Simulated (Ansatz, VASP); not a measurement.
Two plane-wave programs on C

```
C
1.0
     2.49940    0.00000    0.00000
    -1.24970    2.16454    0.00000
     0.00000    0.00000    4.22300
C
4
Direct
  0.33333 0.66667 0.99958
  0.66667 0.33333 0.49958
  0.33333 0.66667 0.37442
  0.66667 0.33333 0.87442
```

Change from the starting cell: strained cell.

Alike in both runs: task relaxation of the atoms; functional PBEsol; k mesh 9 × 9 × 6; occupations gaussian, width 0.02 eV; no spin polarisation.

```csv
,VASP,Ansatz
version,VASP 6.6.1,Ansatz 0.2.0
potentials or method,"VASP PAW PBE potentials, release 64 (C), cutoff 520 eV","scalar-relativistic, plane waves, PAW"
valence electrons in the cell,16,16
```

Ansatz gave:

| Item | Value |
| --- | --- |
| gap on the k mesh at the Fermi level, each at its own relaxed structure (eV) | 3.11 |

**Question.** Which values does VASP return?

**Answer.** gap on the k mesh at the Fermi level, each at its own relaxed structure (eV): 3.08.

VASP's potentials were made for PBE, not for PBEsol, and Ansatz warns of the same on its side. Ansatz's warnings: stress scf threshold loose.
